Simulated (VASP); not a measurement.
# CoSi2 (R-3m) in VASP: a series of runs

Runs on CoSi2. Level: PBEsol. Tasks: single point.

Program: VASP 6.6.1. These are calculated values, not measurements. Logs are shortened: lines on timing, memory, paths and dates and some standing lists are left out, and cuts for length are marked.

## 1. The cell of the first run

Symmetry: R-3m, No. 166, trigonal system. Conventional cell: a = 3.757 Å, b = 3.757 Å, c = 9.202 Å, α = 90.00°, β = 90.00°, γ = 120.00°. Within 2.9 Å of Co (site symmetry -3m) lie 8 Si at 2.22 to 2.60 Å. Within 2.9 Å of Si (site symmetry 3m) lie 4 Co at 2.22 to 2.60 Å and 3 Si at 2.36 Å.

## 2. Single point, PBEsol (atoms displaced along a vibrational mode)

File INCAR:

```
SYSTEM = CoSi2
  ALGO = Normal
  EDIFF = 1E-6
  ENCUT = 520
  GGA = PS
  ISIF = 2
  ISMEAR = 0
  LASPH = .TRUE.
  LCHARG = .FALSE.
  LREAL = .FALSE.
  LWAVE = .FALSE.
  NBANDS = 16
  NELM = 100
  PREC = Accurate
  SIGMA = 0.15
```

File KPOINTS:

```
k-points
0
G
  16 16 16
  0 0 0
```

File POSCAR:

```
CoSi2
1.0
    0.0000000000      2.6562539604      2.6562539604
    2.6562539604      0.0000000000      2.6562539604
    2.6562539604      2.6562539604      0.0000000000
Co Si
1 2
Direct
    0.0000000000      0.0000000000      0.0000000000
    0.2826032607      0.2826032607      0.2826032607
    0.7173967393      0.7173967393      0.7173967393
```

Potentials or basis: VASP PAW PBE potentials, release 64 (Co, Si).

On the command line:

```console
$ cat potpaw_PBE.64/Co/POTCAR potpaw_PBE.64/Si/POTCAR > POTCAR
$ mpirun -np 1 vasp_std > vasp.out
```

OUTCAR:

```text
SYSTEM = CoSi2
   EDIFF = 1E-6
   ENCUT = 520
   GGA = PS
   ISIF = 2
   ISMEAR = 0
   LASPH = .TRUE.
   LREAL = .FALSE.
   NELM = 100
   PREC = Accurate

 ion  position               nearest neighbor table
   1  0.000  0.000  0.000-   3 2.22   3 2.22   3 2.22   2 2.22   2 2.22   2 2.22   3 2.60   2 2.60

   2  0.283  0.283  0.283-   1 2.22   1 2.22   1 2.22   3 2.36   3 2.36   3 2.36   1 2.60   3 3.04
                             3 3.04   3 3.04
   3  0.717  0.717  0.717-   1 2.22   1 2.22   1 2.22   2 2.36   2 2.36   2 2.36   1 2.60   2 3.04
                             2 3.04   2 3.04

  LATTYP: Found a face centered cubic cell.
 ALAT       =     5.3125079208

  Lattice vectors:

 A1 = (   0.0000000000,   2.6562539604,   2.6562539604)
 A2 = (   2.6562539604,   0.0000000000,   2.6562539604)
 A3 = (   2.6562539604,   2.6562539604,   0.0000000000)

Analysis of symmetry for initial positions (statically):
=====================================================================
 Subroutine PRICEL returns:
 Original cell was already a primitive cell.

 Routine SETGRP: Setting up the symmetry group for a
 face centered cubic supercell.

 Subroutine GETGRP returns: Found 12 space group operations
 (whereof 12 operations were pure point group operations)
 out of a pool of 48 trial point group operations.

The static configuration has the point symmetry D_3d.

Analysis of symmetry for dynamics (positions and initial velocities):
=====================================================================
 Subroutine PRICEL returns:
 Original cell was already a primitive cell.

 Routine SETGRP: Setting up the symmetry group for a
 face centered cubic supercell.

 Subroutine GETGRP returns: Found 12 space group operations
 (whereof 12 operations were pure point group operations)
 out of a pool of 48 trial point group operations.

The dynamic configuration has the point symmetry D_3d.

 Subroutine INISYM returns: Found 12 space group operations
 (whereof 12 operations are pure point group operations),
 and found     1 'primitive' translations

----------------------------------------------------------------------------------------

                                     Primitive cell

  volume of cell :      37.4834
[... 82 lines left out ...]
   PREC   = accura    normal or accurate (medium, high low for compatibility)
   ISTART =      0    job   : 0-new  1-cont  2-samecut
   ICHARG =      2    charge: 1-file 2-atom 10-const
   ISPIN  =      1    spin polarized calculation?
   LNONCOLLINEAR =      F non collinear calculations
   LSORBIT =      F    spin-orbit coupling
   LASPH  =      T    aspherical Exc in radial PAW
   ENCUT  =  520.0 eV  38.22 Ry    6.18 a.u.   6.98  6.98  6.98*2*pi/ulx,y,z
   NELM   =    100;   NELMIN=  2; NELMDL= -5     # of ELM steps
   EDIFF  = 0.1E-05   stopping-criterion for ELM
   LREAL  =      F    real-space projection
   EDIFFG = 0.1E-04   stopping-criterion for IOM
   NSW    =      0    number of steps for IOM
   IBRION =     -1    ionic relax: 0-MD 1-quasi-New 2-CG
   NFREE  =      0    steps in history (QN), initial steepest desc. (CG)
   ISIF   =      2    stress and relaxation
   ISYM   =      2    0-nonsym 1-usesym 2-fastsym
   POTIM  = 0.5000    time-step for ionic-motion
   TEBEG  =    0.0;   TEEND  =   0.0 temperature during run
   PSTRESS=    0.0 pullay stress
   NELECT =      17.0000    total number of electrons
   NUPDOWN=      -1.0000    fix difference up-down
   EMIN   =  10.00;   EMAX   =-10.00  energy-range for DOS
   EFERMI =   0.00;   METHOD = LEGACY
   ISMEAR =     0;   SIGMA  =   0.15  broadening in eV -4-tet -1-fermi 0-gaus
   EFERMI_NEDOS =   21; number of points for ismear=-14 and -15
   IALGO  =     38    algorithm
   IMIX   =      4    mixing-type and parameters
     AMIX     =   0.40;   BMIX     =  1.00
     AMIX_MAG =   1.60;   BMIX_MAG =  1.00
  volume/ion in A,a.u.               =      12.49        84.32
  Fermi-wavevector in a.u.,A,eV,Ry     =   1.257800  2.376897 21.525240  1.582061
  Thomas-Fermi vector in A             =   2.391441
   LORBIT       =      0    0 simple, 1 ext, 2 COOP (PROOUT), +10 PAW based schemes
   GGA     = PS    functional components
   LHFCALC =     F    Hartree Fock is set to
   AEXX    =    0.0000 exact exchange contribution
   IVDW    =     0    specifies the selected vdW correction
   LEPSILON=     F    determine dielectric tensor
   LRPA    =     F    only Hartree local field effects (RPA)
 non-spin polarized calculation
 Gauss-broadening in eV      SIGMA  =   0.15
  energy-cutoff  :      520.00
  volume of cell :       37.48
 maximum number of plane-waves:      1036
   NGX = 13   NGY = 13   NGZ = 13

 number of electron      17.0000005 magnetization

 Free energy of the ion-electron system (eV)
  ---------------------------------------------------
  ext. energy  EPLUGINS =         0.00000000
  ---------------------------------------------------
  free energy    TOTEN  =       -20.10608614 eV

  energy without entropy =      -20.09641278  energy(sigma->0) =      -20.10124946

 E-fermi :  10.5186     XC(G=0): -11.9275

 val. band max:       10.5176381601   @ k =   0.1875   0.1250   0.3125
 cond. band min:      10.5211942556   @ k =  -0.2500  -0.4375  -0.3125
 fundamental gap:      0.0035560955
 Fermi energy:        10.5185869629

 k-point     1 :       0.0000    0.0000    0.0000
  band No.  band energies     occupation
      1      -3.2414      2.00000
      2       5.5754      2.00000
      3       5.5754      2.00000
      4       6.8745      2.00000
      5       8.4396      2.00000
      6       8.4396      2.00000
[... 433 lines left out ...]
      3       5.5524      2.00000
      4       5.9194      2.00000
      5       8.3150      2.00000
      6       8.5352      2.00000
[... 8 lines left out ...]
     15      17.4721      0.00000
     16      18.3336      0.00000

 [... further k-points ...]
[... 5 lines left out ...]
  --------------------------------------------------------------------------------------
  -------------------------------------------------------------------------------------
  Total        2.7989081      2.7989081      2.7989081     -2.5950512     -2.5950512     -2.5950512
  in kB      119.6356024    119.6356024    119.6356024   -110.9220123   -110.9220123   -110.9220123
  external PRESSURE =     119.6356024 kB  Pullay stress =       0.0000000 kB

 VOLUME and BASIS-vectors are now :
 -----------------------------------------------------------------------------
  energy-cutoff  :      520.00
  volume of cell :       37.48
      direct lattice vectors                 reciprocal lattice vectors
     0.000000000  2.656253960  2.656253960    -0.188235013  0.188235013  0.188235013
     2.656253960  0.000000000  2.656253960     0.188235013 -0.188235013  0.188235013
     2.656253960  2.656253960  0.000000000     0.188235013  0.188235013 -0.188235013

 POSITION                                       TOTAL-FORCE (eV/Angst)
 -----------------------------------------------------------------------------------
      0.00000      0.00000      0.00000         0.000000      0.000000      0.000000
      1.50133      1.50133      1.50133        -1.510843     -1.510843     -1.510843
      3.81118      3.81118      3.81118         1.510843      1.510843      1.510843
 -----------------------------------------------------------------------------------
    total drift:                                0.000000     -0.000000     -0.000000

  FREE ENERGIE OF THE ION-ELECTRON SYSTEM (eV)
  ---------------------------------------------------
  free  energy   TOTEN  =       -20.1060861396 eV

  energy  without entropy=      -20.0964127786  energy(sigma->0) =      -20.10124946
```

OSZICAR:

```text
N       E                     dE             d eps       ncg     rms          rms(c)
DAV:   1     0.615770738708E+02    0.61577E+02   -0.68322E+03 13424   0.102E+03
DAV:   2    -0.185254142574E+02   -0.80102E+02   -0.71434E+02 14944   0.206E+02
DAV:   3    -0.217845152595E+02   -0.32591E+01   -0.31991E+01 17464   0.462E+01
DAV:   4    -0.218426185947E+02   -0.58103E-01   -0.58069E-01 15968   0.589E+00
DAV:   5    -0.218444141042E+02   -0.17955E-02   -0.17955E-02 17584   0.108E+00    0.162E+01
DAV:   6    -0.253656294322E+02   -0.35212E+01   -0.23045E+01 14240   0.106E+02    0.179E+01
DAV:   7    -0.201745851828E+02    0.51910E+01   -0.11152E+01 16600   0.850E+01    0.398E+00
DAV:   8    -0.201459243616E+02    0.28661E-01   -0.81941E-01 16568   0.601E+00    0.204E+00
DAV:   9    -0.201065802876E+02    0.39344E-01   -0.94513E-02 16728   0.600E+00    0.503E-01
DAV:  10    -0.201060876337E+02    0.49265E-03   -0.61373E-03 19280   0.102E+00    0.120E-01
DAV:  11    -0.201060809551E+02    0.66786E-05   -0.37289E-04 20112   0.258E-01    0.401E-02
DAV:  12    -0.201060861718E+02   -0.52167E-05   -0.13079E-05 16512   0.313E-02    0.100E-02
DAV:  13    -0.201060861396E+02    0.32273E-07   -0.29341E-06 17192   0.268E-02
   1 F= -.20106086E+02 E0= -.20101249E+02  d E =-.967336E-02
```

Wall time 5.3 min (1 thread of Intel Xeon 8259CL, shared host); peak memory 0.36 GiB.

What came out:

| Quantity | Value |
| --- | --- |
| Free energy | -20.1061 eV |
| Pressure | 12.0 GPa |
| Largest force | 2.617 eV/Å |
| Band gap on the k mesh | zero (an odd number of electrons rules out a gap without spin polarisation) |

Forces in eV/Å, atoms in the order of the input:
```
Co   0.000  0.000  0.000
Si  -1.511 -1.511 -1.511
Si   1.511  1.511  1.511
```

Caveat: the cell differs from its parent crystal (atoms displaced along a vibrational mode); the cell stands under pressure; the PAW data sets were made with another functional, which shifts forces and pressure a little; the run has no spin polarisation, though such a crystal can be magnetic.

## 3. Single point, PBEsol (atoms displaced along a vibrational mode)

File INCAR:

```
SYSTEM = CoSi2
PREC = Accurate
ENCUT = 520
EDIFF = 1E-7
ISMEAR = 0
SIGMA = 0.15
LREAL = .False.
LASPH = .True.
NELM = 60
ALGO = Normal
ISIF = 2
LWAVE = .False.
LCHARG = .False.
GGA = PS
NBANDS = 16
```

File KPOINTS:

```
regular mesh
0
Gamma
  16 16 16
  0 0 0
```

File POSCAR:

```
CoSi2
1.0
    0.0000000000      2.6562539604      2.6562539604
    2.6562539604      0.0000000000      2.6562539604
    2.6562539604      2.6562539604      0.0000000000
Co Si
1 2
Direct
    0.0000000000      0.0000000000      0.0000000000
    0.2255475545      0.2255475545      0.2255475545
    0.7744524455      0.7744524455      0.7744524455
```

Potentials or basis: VASP PAW PBE potentials, release 64 (Co, Si).

On the command line:

```console
$ cat potpaw_PBE.64/Co/POTCAR potpaw_PBE.64/Si/POTCAR > POTCAR
$ mpirun -np 1 vasp_std > vasp.out
```

OUTCAR:

```text
SYSTEM = CoSi2
   PREC = Accurate
   ENCUT = 520
   EDIFF = 1E-7
   ISMEAR = 0
   LREAL = .False.
   LASPH = .True.
   NELM = 60
   ISIF = 2
   GGA = PS

 ion  position               nearest neighbor table
   1  0.000  0.000  0.000-   2 2.08   3 2.08   3 2.38   3 2.38   3 2.38   2 2.38   2 2.38   2 2.38

   2  0.226  0.226  0.226-   1 2.08   1 2.38   1 2.38   1 2.38   3 2.42   3 2.42   3 2.42   3 2.94
                             3 2.94   3 2.94
   3  0.774  0.774  0.774-   1 2.08   1 2.38   1 2.38   1 2.38   2 2.42   2 2.42   2 2.42   2 2.94
                             2 2.94   2 2.94

  LATTYP: Found a face centered cubic cell.
 ALAT       =     5.3125079208

  Lattice vectors:

 A1 = (   0.0000000000,   2.6562539604,   2.6562539604)
 A2 = (   2.6562539604,   0.0000000000,   2.6562539604)
 A3 = (   2.6562539604,   2.6562539604,   0.0000000000)

Analysis of symmetry for initial positions (statically):
=====================================================================
 Subroutine PRICEL returns:
 Original cell was already a primitive cell.

 Routine SETGRP: Setting up the symmetry group for a
 face centered cubic supercell.

 Subroutine GETGRP returns: Found 12 space group operations
 (whereof 12 operations were pure point group operations)
 out of a pool of 48 trial point group operations.

The static configuration has the point symmetry D_3d.

Analysis of symmetry for dynamics (positions and initial velocities):
=====================================================================
 Subroutine PRICEL returns:
 Original cell was already a primitive cell.

 Routine SETGRP: Setting up the symmetry group for a
 face centered cubic supercell.

 Subroutine GETGRP returns: Found 12 space group operations
 (whereof 12 operations were pure point group operations)
 out of a pool of 48 trial point group operations.

The dynamic configuration has the point symmetry D_3d.

 Subroutine INISYM returns: Found 12 space group operations
[... 112 lines left out ...]
   EMIN   =  10.00;   EMAX   =-10.00  energy-range for DOS
   EFERMI =   0.00;   METHOD = LEGACY
   ISMEAR =     0;   SIGMA  =   0.15  broadening in eV -4-tet -1-fermi 0-gaus
   EFERMI_NEDOS =   21; number of points for ismear=-14 and -15
   IALGO  =     38    algorithm
   IMIX   =      4    mixing-type and parameters
     AMIX     =   0.40;   BMIX     =  1.00
     AMIX_MAG =   1.60;   BMIX_MAG =  1.00
  volume/ion in A,a.u.               =      12.49        84.32
  Fermi-wavevector in a.u.,A,eV,Ry     =   1.257800  2.376897 21.525240  1.582061
  Thomas-Fermi vector in A             =   2.391441
   LORBIT       =      0    0 simple, 1 ext, 2 COOP (PROOUT), +10 PAW based schemes
   GGA     = PS    functional components
   LHFCALC =     F    Hartree Fock is set to
   AEXX    =    0.0000 exact exchange contribution
   IVDW    =     0    specifies the selected vdW correction
   LEPSILON=     F    determine dielectric tensor
   LRPA    =     F    only Hartree local field effects (RPA)
 non-spin polarized calculation
 Gauss-broadening in eV      SIGMA  =   0.15
  energy-cutoff  :      520.00
  volume of cell :       37.48
 maximum number of plane-waves:      1036
   NGX = 13   NGY = 13   NGZ = 13

 number of electron      17.0000005 magnetization

 Free energy of the ion-electron system (eV)
  ---------------------------------------------------
  ext. energy  EPLUGINS =         0.00000000
  ---------------------------------------------------
  free energy    TOTEN  =       -20.26383285 eV

  energy without entropy =      -20.25379513  energy(sigma->0) =      -20.25881399

 E-fermi :  10.3925     XC(G=0): -11.9356

 val. band max:       10.3824821472   @ k =   0.2500   0.1250  -0.1875
 cond. band min:      10.3985870390   @ k =  -0.2500   0.5000  -0.3125
 fundamental gap:      0.0161048918
 Fermi energy:        10.3924676268

 k-point     1 :       0.0000    0.0000    0.0000
  band No.  band energies     occupation
      1      -3.1352      2.00000
      2       5.9772      2.00000
      3       5.9925      2.00000
      4       5.9925      2.00000
      5       8.4021      2.00000
      6       8.4021      2.00000
[... 433 lines left out ...]
      3       6.2155      2.00000
      4       6.2273      2.00000
      5       8.0443      2.00000
      6       8.2785      2.00000
[... 8 lines left out ...]
     15      17.0329      0.00000
     16      17.9050      0.00000

 [... further k-points ...]
[... 5 lines left out ...]
  --------------------------------------------------------------------------------------
  -------------------------------------------------------------------------------------
  Total        2.2965913      2.2965913      2.2965913      3.2495552      3.2495552      3.2495552
  in kB       98.1647401     98.1647401     98.1647401    138.8979125    138.8979125    138.8979125
  external PRESSURE =      98.1647401 kB  Pullay stress =       0.0000000 kB

 VOLUME and BASIS-vectors are now :
 -----------------------------------------------------------------------------
  energy-cutoff  :      520.00
  volume of cell :       37.48
      direct lattice vectors                 reciprocal lattice vectors
     0.000000000  2.656253960  2.656253960    -0.188235013  0.188235013  0.188235013
     2.656253960  0.000000000  2.656253960     0.188235013 -0.188235013  0.188235013
     2.656253960  2.656253960  0.000000000     0.188235013  0.188235013 -0.188235013

 POSITION                                       TOTAL-FORCE (eV/Angst)
 -----------------------------------------------------------------------------------
      0.00000      0.00000      0.00000        -0.000000      0.000000     -0.000000
      1.19822      1.19822      1.19822         2.070386      2.070386      2.070386
      4.11428      4.11428      4.11428        -2.070386     -2.070386     -2.070386
 -----------------------------------------------------------------------------------
    total drift:                               -0.000000     -0.000000      0.000000

  FREE ENERGIE OF THE ION-ELECTRON SYSTEM (eV)
  ---------------------------------------------------
  free  energy   TOTEN  =       -20.2638328548 eV

  energy  without entropy=      -20.2537951326  energy(sigma->0) =      -20.25881399
```

OSZICAR:

```text
N       E                     dE             d eps       ncg     rms          rms(c)
DAV:   1     0.613186800503E+02    0.61319E+02   -0.68284E+03 13400   0.102E+03
DAV:   2    -0.186320986876E+02   -0.79951E+02   -0.71335E+02 14944   0.206E+02
DAV:   3    -0.218486839876E+02   -0.32166E+01   -0.31613E+01 17504   0.458E+01
DAV:   4    -0.219047755893E+02   -0.56092E-01   -0.56059E-01 15968   0.580E+00
DAV:   5    -0.219064797680E+02   -0.17042E-02   -0.17041E-02 17768   0.105E+00    0.158E+01
DAV:   6    -0.250556219431E+02   -0.31491E+01   -0.23042E+01 14040   0.103E+02    0.168E+01
DAV:   7    -0.203306682922E+02    0.47250E+01   -0.10747E+01 16816   0.819E+01    0.388E+00
DAV:   8    -0.202975550812E+02    0.33113E-01   -0.73129E-01 15984   0.530E+00    0.187E+00
DAV:   9    -0.202643702998E+02    0.33185E-01   -0.82227E-02 17104   0.556E+00    0.480E-01
DAV:  10    -0.202638235818E+02    0.54672E-03   -0.54345E-03 19064   0.872E-01    0.102E-01
DAV:  11    -0.202638292509E+02   -0.56690E-05   -0.35833E-04 19464   0.274E-01    0.493E-02
DAV:  12    -0.202638321088E+02   -0.28579E-05   -0.23568E-05 19352   0.672E-02    0.981E-03
DAV:  13    -0.202638328878E+02   -0.77902E-06   -0.28936E-06 18600   0.229E-02    0.444E-03
DAV:  14    -0.202638328548E+02    0.32974E-07   -0.29747E-07 16032   0.711E-03
   1 F= -.20263833E+02 E0= -.20258814E+02  d E =-.100377E-01
```

stdout:

```text
POSCAR found type information on POSCAR CoSi
 POSCAR found :  2 types and       3 ions
 scaLAPACK will be used
 -----------------------------------------------------------------------------
|                                                                             |
|                                                                             |
|     You enforced a specific xc type in the INCAR file but a different       |
|     I HOPE YOU KNOW WHAT YOU ARE DOING!                                     |
|                                                                             |
 -----------------------------------------------------------------------------

 LDA part: xc-table for (Slater+PW92), standard interpolation
 POSCAR, INCAR and KPOINTS ok, starting setup
 FFT: planning ... GRIDC
 FFT: planning ... GRID_SOFT
 FFT: planning ... GRID
 WAVECAR not read
 entering main loop
```

Run time: 5.7 min. Hardware: 1 thread of Intel Xeon 8259CL, shared host; peak memory 0.36 GiB.

Results:

```
Free energy            : -20.2638 eV
Pressure               : 9.8 GPa
Largest force          : 3.586 eV/Å
Band gap on the k mesh : zero (an odd number of electrons rules out a gap without spin polarisation)
```

Forces in eV/Å, atoms in the order of the input:
```
Co   0.000  0.000  0.000
Si   2.070  2.070  2.070
Si  -2.070 -2.070 -2.070
```

Levels at points of the mesh, in eV from the Fermi level:
```
           k point  band 5  band 6  band 7  band 8  band 9  band 10  band 11  band 12  band 13  band 14
(0.00, 0.00, 0.00)   -1.99   -1.99    0.83    2.03    3.16     3.16     3.28     3.28     3.76     5.65
(0.50, 0.00, 0.00)   -2.31   -1.71   -1.52   -1.19    0.92     2.18     2.65     4.12     4.34     9.58
(0.50, 0.50, 0.50)   -3.12   -2.11   -2.11   -1.49   -1.49     3.43     3.64     3.64     4.72     9.76
(0.50, 0.50, 0.00)   -3.49   -2.98   -2.09   -1.68   -1.42     1.48     2.70     8.74     9.63    10.67
```

Caveat: the cell differs from its parent crystal (atoms displaced along a vibrational mode); the cell stands under pressure; the PAW data sets were made with another functional, which shifts forces and pressure a little; the run has no spin polarisation, though such a crystal can be magnetic.
